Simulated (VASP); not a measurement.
Input of a VASP 6.6.1 run:

INCAR

```
SYSTEM = In2SbAs
PREC = Accurate
ENCUT = 520
EDIFF = 1E-6
ISMEAR = -1
SIGMA = 0.02
LREAL = .FALSE.
LASPH = .TRUE.
NELM = 60
ALGO = Normal
ISIF = 2
LWAVE = .FALSE.
LCHARG = .FALSE.
GGA = PE
NBANDS = 26
```

Contents of KPOINTS:

```
regular mesh
0
G
  6 6 4
  0 0 0
```

The input POSCAR:

```
In2SbAs
1.0
    4.4468322634      0.0000000000      0.0000000000
    0.0000000000      4.4468322634      0.0000000000
    0.0000000000      0.0000000000      6.2743977569
As In Sb
1 2 1
Direct
    0.0000000000      0.0000000000      0.0000000000
    0.0000000000      0.5000000000      0.7665304163
    0.5000000000      0.0000000000      0.2334695837
    0.5000000000      0.5000000000      0.5000000000
```

Potentials or basis: VASP PAW PBE potentials, release 64 (As, In_d, Sb).

Run with:

```sh
$ cat potpaw_PBE.64/As/POTCAR potpaw_PBE.64/In_d/POTCAR potpaw_PBE.64/Sb/POTCAR > POTCAR
$ mpirun -np 1 vasp_std > vasp.out
```

Question: What does it give for the largest force?

Answer: 0.032 eV/Å.

Question: What does it give for the pressure?

Answer: 3.0 GPa.

Forces in eV/Å, atoms in the order of the input:
```
As   0.000  0.000  0.000
In   0.000  0.000  0.032
In   0.000  0.000 -0.032
Sb   0.000  0.000  0.000
```

Caveat: the cell stands under pressure.
